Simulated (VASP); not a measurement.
# Si2W (I4/mmm) in VASP: further runs

The runs below take Si2W through relaxation of cell and atoms, single point, with PBE+D3(BJ).

Program: VASP 6.6.1. These are calculated values, not measurements. Logs are shortened: lines on timing, memory, paths and dates and some standing lists are left out, and cuts for length are marked.

### 1 The cell of the first run

It takes space group I4/mmm (No. 139, tetragonal). Conventional cell: a = 3.229 Å, b = 3.229 Å, c = 7.867 Å, α = 90.00°, β = 90.00°, γ = 90.00°. Within 3.4 Å of Si (site symmetry 4mm) lie 9 Si at 2.60 to 3.23 Å and 5 W at 2.63 Å. W (site symmetry 4/mmm) has 10 Si at 2.63 Å and 4 W at 3.23 Å within 3.5 Å.

### 2 Relaxation of cell and atoms, PBE+D3(BJ)

The input, INCAR:

```
SYSTEM = Si2W
PREC     = Accurate       ! precision mode
ENCUT    = 600            ! plane-wave cutoff, eV
EDIFF    = 1E-6           ! SCF threshold, eV
ISMEAR   = 0              ! smearing method
SIGMA    = 0.1            ! smearing width, eV
LREAL    = .False.        ! projectors in reciprocal space
LASPH    = .True.         ! aspherical terms in the spheres
NELM     = 80             ! most SCF steps
ALGO     = Normal         ! electronic algorithm
ISIF     = 3              ! what is computed and relaxed
LWAVE    = .False.        ! write WAVECAR
LCHARG   = .False.        ! write CHGCAR
GGA      = PE             ! functional
IVDW     = 12             ! dispersion correction
IBRION   = 2              ! ionic algorithm
NSW      = 70             ! ionic steps
EDIFFG   = -0.005         ! ionic threshold
LUSENCCL = .False.
```

The input, KPOINTS:

```
regular mesh
0
Gamma
  18 18 18
  0 0 0
```

The input, POSCAR:

```
Si2W
1.0
   -1.6145299055      1.6145299055      3.9335489453
    1.6145299055     -1.6145299055      3.9335489453
    1.6145299055      1.6145299055     -3.9335489453
Si W
2 1
Direct
    0.3345578117      0.3345578117      0.0000000000
    0.6654421883      0.6654421883      0.0000000000
    0.0000000000      0.0000000000      0.0000000000
```

Potentials or basis: VASP PAW PBE potentials, release 64 (Si, W_sv).

Run with:

```console
cat potpaw_PBE.64/Si/POTCAR potpaw_PBE.64/W_sv/POTCAR > POTCAR
mpirun -np 1 vasp_std > vasp.out
```

OUTCAR:

```text
SYSTEM = Si2W
   PREC = Accurate
   ENCUT = 600
   EDIFF = 1E-6
   ISMEAR = 0
   LREAL = .False.
   LASPH = .True.
   NELM = 80
   ISIF = 3
   GGA = PE
   IVDW = 12
   IBRION = 2
   NSW = 70
   EDIFFG = -0.005
 IVDW          = 12

 ion  position               nearest neighbor table
   1  0.335  0.335  0.000-   2 2.60   3 2.63   3 2.63   3 2.63   3 2.63   3 2.63   2 2.64   2 2.64
                             2 2.64   2 2.64
   2  0.665  0.665  0.000-   1 2.60   3 2.63   3 2.63   3 2.63   3 2.63   3 2.63   1 2.64   1 2.64
                             1 2.64   1 2.64
   3  0.000  0.000  0.000-   2 2.63   2 2.63   2 2.63   1 2.63   2 2.63   1 2.63   1 2.63   1 2.63
                             1 2.63   2 2.63

  LATTYP: Found a body centered tetragonal cell.
 ALAT       =     3.2290598110
 C/A-ratio  =     2.4363431931

  Lattice vectors:

 A1 = (  -1.6145299055,   1.6145299055,   3.9335489453)
 A2 = (   1.6145299055,  -1.6145299055,   3.9335489453)
 A3 = (   1.6145299055,   1.6145299055,  -3.9335489453)

Analysis of symmetry for initial positions (statically):
=====================================================================
 Subroutine PRICEL returns:
 Original cell was already a primitive cell.

 Routine SETGRP: Setting up the symmetry group for a
 body centered tetragonal supercell.

 Subroutine GETGRP returns: Found 16 space group operations
 (whereof 16 operations were pure point group operations)
 out of a pool of 16 trial point group operations.

The static configuration has the point symmetry D_4h.

Analysis of symmetry for dynamics (positions and initial velocities):
=====================================================================
 Subroutine PRICEL returns:
 Original cell was already a primitive cell.

 Routine SETGRP: Setting up the symmetry group for a
 body centered tetragonal supercell.

 Subroutine GETGRP returns: Found 16 space group operations
 (whereof 16 operations were pure point group operations)
 out of a pool of 16 trial point group operations.

The dynamic configuration has the point symmetry D_4h.

 Subroutine INISYM returns: Found 16 space group operations
 (whereof 16 operations are pure point group operations),
 and found     1 'primitive' translations

----------------------------------------------------------------------------------------

                                     Primitive cell

  volume of cell :      41.0144

  direct lattice vectors                    reciprocal lattice vectors
    -1.614529905  1.614529905  3.933548945     0.000000000  0.309687667  0.127111676
     1.614529905 -1.614529905  3.933548945     0.309687667  0.000000000  0.127111676
     1.614529905  1.614529905 -3.933548945     0.309687667  0.309687667  0.000000000

  length of vectors
     4.548210740  4.548210740  4.548210740     0.334759360  0.334759360  0.437964499

  position of ions in fractional coordinates (direct lattice)
     0.334557812  0.334557812  0.000000000
     0.665442188  0.665442188  0.000000000
     0.000000000  0.000000000  0.000000000

  ion indices of the primitive-cell ions
   primitive index   ion index
                 1           1
                 2           2
                 3           3

----------------------------------------------------------------------------------------

 KPOINTS: regular mesh

Automatic generation of k-mesh.
 Grid dimensions read from file:
 generate k-points for:   18   18   18

 Generating k-lattice:

  Cartesian coordinates                     Fractional coordinates (reciprocal lattice)
     0.000000000  0.017204870  0.007061760     0.055555556 -0.000000000  0.000000000
     0.017204870  0.000000000  0.007061760    -0.000000000  0.055555556  0.000000000
     0.017204870  0.017204870  0.000000000     0.000000000  0.000000000  0.055555556

  Length of vectors
     0.018597742  0.018597742  0.024331361

  Shift w.r.t. Gamma in fractional coordinates (k-lattice)
     0.000000000  0.000000000  0.000000000

 Subroutine IBZKPT returns following result:
 ===========================================

 Found    480 irreducible k-points:

 Following reciprocal coordinates:
            Coordinates               Weight
  0.000000  0.000000  0.000000      1.000000
  0.055556  0.000000  0.000000      8.000000
  0.111111  0.000000  0.000000      8.000000
  0.166667  0.000000  0.000000      8.000000
  0.222222  0.000000  0.000000      8.000000
  0.277778  0.000000  0.000000      8.000000
[... 16 lines left out ...]
 -0.277778  0.055556  0.000000     16.000000
 -0.222222  0.055556  0.000000     16.000000
 [... further k-points ...]
   k-points           NKPTS =    480   k-points in BZ     NKDIM =    480   number of bands    NBANDS=     15
   number of dos      NEDOS =    301   number of ions     NIONS =      3
   total plane-waves  NPLWV =  46656
   dimension x,y,z NGX =    36 NGY =   36 NGZ =   36
   dimension x,y,z NGXF=    72 NGYF=   72 NGZF=   72
   ions per type =               2   1
   NGX,Y,Z   is equivalent  to a cutoff of  13.16, 13.16, 13.16 a.u.
   NGXF,Y,Z  is equivalent  to a cutoff of  26.32, 26.32, 26.32 a.u.
 SYSTEM =  Si2W
   PREC   = accura    normal or accurate (medium, high low for compatibility)
   ISTART =      0    job   : 0-new  1-cont  2-samecut
   ICHARG =      2    charge: 1-file 2-atom 10-const
   ISPIN  =      1    spin polarized calculation?
   LNONCOLLINEAR =      F non collinear calculations
   LSORBIT =      F    spin-orbit coupling
   LASPH  =      T    aspherical Exc in radial PAW
   ENCUT  =  600.0 eV  44.10 Ry    6.64 a.u.   9.08  9.08  9.08*2*pi/ulx,y,z
   NELM   =     80;   NELMIN=  2; NELMDL= -5     # of ELM steps
   EDIFF  = 0.1E-05   stopping-criterion for ELM
   LREAL  =      F    real-space projection
   EDIFFG = -.5E-02   stopping-criterion for IOM
   NSW    =     70    number of steps for IOM
   IBRION =      2    ionic relax: 0-MD 1-quasi-New 2-CG
   NFREE  =      1    steps in history (QN), initial steepest desc. (CG)
   ISIF   =      3    stress and relaxation
   ISYM   =      2    0-nonsym 1-usesym 2-fastsym
   POTIM  = 0.5000    time-step for ionic-motion
   TEBEG  =    0.0;   TEEND  =   0.0 temperature during run
   PSTRESS=    0.0 pullay stress
   NELECT =      22.0000    total number of electrons
   NUPDOWN=      -1.0000    fix difference up-down
   EMIN   =  10.00;   EMAX   =-10.00  energy-range for DOS
   EFERMI =   0.00;   METHOD = LEGACY
   ISMEAR =     0;   SIGMA  =   0.10  broadening in eV -4-tet -1-fermi 0-gaus
   EFERMI_NEDOS =   21; number of points for ismear=-14 and -15
   IALGO  =     38    algorithm
   IMIX   =      4    mixing-type and parameters
     AMIX     =   0.40;   BMIX     =  1.00
     AMIX_MAG =   1.60;   BMIX_MAG =  1.00
  volume/ion in A,a.u.               =      13.67        92.26
  Fermi-wavevector in a.u.,A,eV,Ry     =   1.330159  2.513636 24.073092  1.769322
  Thomas-Fermi vector in A             =   2.459267
   LORBIT       =      0    0 simple, 1 ext, 2 COOP (PROOUT), +10 PAW based schemes
   GGA     = PE    functional components
   LHFCALC =     F    Hartree Fock is set to
   AEXX    =    0.0000 exact exchange contribution
   IVDW    =    12    specifies the selected vdW correction
   LEPSILON=     F    determine dielectric tensor
   LRPA    =     F    only Hartree local field effects (RPA)
 conjugate gradient relaxation of ions
 non-spin polarized calculation
 Gauss-broadening in eV      SIGMA  =   0.10
  energy-cutoff  :      600.00
  volume of cell :       41.01
 maximum number of plane-waves:      1395
   NGX = 19   NGY = 19   NGZ = 19

--------------------------------------- Ionic step        1  -------------------------------------------

 number of electron      22.0000000 magnetization

 Free energy of the ion-electron system (eV)
  ---------------------------------------------------
  ext. energy  EPLUGINS =         0.00000000
  ---------------------------------------------------
  free energy    TOTEN  =       -24.81601048 eV

  energy without entropy =      -24.81510423  energy(sigma->0) =      -24.81555735

------------------------ aborting loop because EDIFF is reached ----------------------------------------

 Edisp (eV)   -1.69182

 E8    (eV) :    -0.7637

  FORCE on cell =-STRESS in cart. coord.  units (eV):
  Direction    XX          YY          ZZ          XY          YZ          ZX
  --------------------------------------------------------------------------------------
  -------------------------------------------------------------------------------------
  Total      -1.71976    -1.71976    -1.73196     0.00000     0.00000     0.00000
  in kB     -67.18019   -67.18019   -67.65694     0.00000     0.00000     0.00000
  external pressure =      -67.34 kB  Pullay stress =        0.00 kB
[... 268 lines left out ...]
  energy  without entropy=      -26.5335837209  energy(sigma->0) =      -26.53403028

--------------------------------------- Ionic step        8  -------------------------------------------

 number of electron      21.9999999 magnetization

 Free energy of the ion-electron system (eV)
  ---------------------------------------------------
  ext. energy  EPLUGINS =         0.00000000
  ---------------------------------------------------
  free energy    TOTEN  =       -24.78865504 eV

  energy without entropy =      -24.78776301  energy(sigma->0) =      -24.78820902

 E-fermi :  12.2039     XC(G=0): -12.6065

 val. band max:       12.1743894991   @ k =  -0.3889   0.5000   0.3333
 cond. band min:      12.2485789097   @ k =  -0.3889  -0.4444   0.3333
 fundamental gap:      0.0741894106
 Fermi energy:        12.2038686210

 k-point     1 :       0.0000    0.0000    0.0000
  band No.  band energies     occupation
      1     -61.6186      2.00000
      2     -25.8992      2.00000
      3     -25.8645      2.00000
      4     -25.8645      2.00000
      5      -2.0246      2.00000
      6       5.2437      2.00000
      7       8.4475      2.00000
      8       8.8066      2.00000
      9       9.3060      2.00000
     10       9.3060      2.00000
     11      12.8494      0.00000
     12      15.0340      0.00000
     13      15.0506      0.00000
     14      15.3569      0.00000
     15      15.3569      0.00000
[... 397 lines left out ...]
 k-point    24 :      -0.2222    0.0556    0.0000
  band No.  band energies     occupation
      1     -61.6149      2.00000
      2     -25.9610      2.00000
      3     -25.8905      2.00000
      4     -25.8625      2.00000
      5      -1.1026      2.00000
      6       5.3913      2.00000
      7       6.7399      2.00000
      8       8.5297      2.00000
      9       9.2871      2.00000
     10      10.0312      2.00000
     11      10.7750      2.00000
     12      13.8704      0.00000
     13      14.5374      0.00000
     14      16.6472      0.00000
     15      16.8043      0.00000

 [... further k-points ...]

------------------------ aborting loop because EDIFF is reached ----------------------------------------

 Edisp (eV)   -1.74582

 E8    (eV) :    -0.7883

  FORCE on cell =-STRESS in cart. coord.  units (eV):
  Direction    XX          YY          ZZ          XY          YZ          ZX
  --------------------------------------------------------------------------------------
  -------------------------------------------------------------------------------------
  Total      -0.01304    -0.01304    -0.01222     0.00000     0.00000     0.00000
  in kB      -0.52498    -0.52498    -0.49192     0.00000     0.00000     0.00000
  external pressure =       -0.51 kB  Pullay stress =        0.00 kB
[... 18 lines left out ...]
  FREE ENERGIE OF THE ION-ELECTRON SYSTEM (eV)
  ---------------------------------------------------
  free  energy   TOTEN  =       -26.5344780072 eV

  energy  without entropy=      -26.5335859792  energy(sigma->0) =      -26.53403199

 reached required accuracy - stopping structural energy minimisation
```

It took 22 min on 1 × NVIDIA H100 80GB with 1 thread of Intel Xeon Platinum 8481C at 2.70GHz (Sapphire Rapids), shared host; peak memory 1.6 GiB.

Results:

```yaml
Free_energy: -26.5345 eV
Relaxed_volume: 13.26 Å³/atom
Relaxed_cell: a = 4.506 Å, b = 4.506 Å, c = 4.506 Å, α = 138.49°, β = 138.49°, γ = 60.16°
Space_group_after_relaxing_to_0.1_Å: I4/mmm (No. 139)
Energy_gained_by_relaxing: 8.9 meV/atom
Ionic_steps: 8
Pressure_after_relaxing: -0.1 GPa
Band_gap_on_the_k_mesh: zero (bands 11 and 12 overlap by 1.33 eV)
Dispersion_energy_per_atom: -0.582 eV
```

The path:
```tsv
step	energy change (eV)	largest force (eV/Å)	pressure (GPa)	volume (Å³)
1	0.0000	0.0069	-6.73	41.01
2	0.0648	0.2422	14.56	37.70
3	-0.0262	0.0752	-0.09	39.82
4	-0.0262	0.0771	0.03	39.79
5	-0.0266	0.0086	0.04	39.77
6	-0.0266	0.0215	0.04	39.77
7	-0.0267	0.0032	-0.06	39.79
8	-0.0267	0.0006	-0.05	39.79
```

Final structure:
```yaml
crystal:
  lattice:
    - [-1.59710, 1.59710, 3.89949]
    - [1.59710, -1.59710, 3.89949]
    - [1.59710, 1.59710, -3.89949]
  atoms:
    - { symbol: Si, position: [0.33412, 0.33412, 0.00000] }
    - { symbol: Si, position: [0.66588, 0.66588, 0.00000] }
    - { symbol: W, position: [0.00000, 0.00000, 0.00000] }
```

Caveat: spin-orbit coupling is left out, which moves the levels of the heavy elements.

### 3 Single point, PBE+D3(BJ)

This run uses another cell than the first one, of 13.25 Å³/atom.

The input, INCAR:

```
  PREC = Accurate
  ENCUT = 520
  EDIFF = 1E-7
  ISMEAR = 0
  SIGMA = 0.1
  LREAL = False
  LASPH = True
  NELM = 80
  ALGO = Normal
  ISIF = 2
  LWAVE = False
  LCHARG = True
  GGA = PE
  IVDW = 12
  LELF = True
  LVHAR = True
  NBANDS = 18
```

The input, KPOINTS:

```
Automatic mesh
0
Gamma
  18 18 18
```

The input, POSCAR:

```
Si2W
1.0
   -1.5965326341      1.5965326341      3.8990817443
    1.5965326341     -1.5965326341      3.8990817443
    1.5965326341      1.5965326341     -3.8990817443
Si W
2 1
Direct
    0.3341286289      0.3341286289      0.0000000000
    0.6658713711      0.6658713711      0.0000000000
    0.0000000000      0.0000000000      0.0000000000
```

Potentials or basis: VASP PAW PBE potentials, release 64 (Si, W_sv).

Run with:

```console
cat potpaw_PBE.64/Si/POTCAR potpaw_PBE.64/W_sv/POTCAR > POTCAR
mpirun -np 1 vasp_std > vasp.out
```

Run time: 4.3 min. Hardware: 1 thread of Intel Xeon 6975P-C (Granite Rapids), shared host; peak memory 0.45 GiB.

The run converged. Its results:

* Free energy: -26.5340 eV
* Pressure: 0.1 GPa
* Largest force: 0.005 eV/Å
* Band gap on the k mesh: zero (bands 11 and 12 overlap by 1.33 eV)
* Dispersion energy per atom: -0.582 eV

Forces in eV/Å, atoms in the order of the input:
```
Si   0.000  0.000 -0.005
Si   0.000  0.000  0.005
W    0.000  0.000  0.000
```

Stress tensor (GPa, compression positive):
```
0.15 0.00 0.00
0.00 0.15 0.00
0.00 0.00 0.05
```

Levels at points of the mesh, in eV from the Fermi level:
| k point | band 7 | band 8 | band 9 | band 10 | band 11 | band 12 | band 13 | band 14 | band 15 | band 16 |
| --- | --- | --- | --- | --- | --- | --- | --- | --- | --- | --- |
| (0.00, 0.00, 0.00) | -3.76 | -3.40 | -2.90 | -2.90 | 0.65 | 2.84 | 2.84 | 3.16 | 3.16 | 4.71 |
| (0.50, 0.00, 0.00) | -5.82 | -4.92 | -2.84 | -2.82 | -0.46 | 2.80 | 2.80 | 3.98 | 4.54 | 5.13 |
| (0.50, 0.50, 0.00) | -6.10 | -5.51 | -5.10 | -3.34 | -1.75 | 2.81 | 3.07 | 3.23 | 3.92 | 4.33 |
| (0.50, 0.50, 0.50) | -3.94 | -2.65 | -0.85 | -0.85 | -0.51 | -0.51 | 0.83 | 4.52 | 5.09 | 6.13 |

Caveat: spin-orbit coupling is left out, which moves the levels of the heavy elements.

(Continued in part 2 of 2.)

The gap in the log of VASP goes by the Fermi energy; the results here count the filled bands.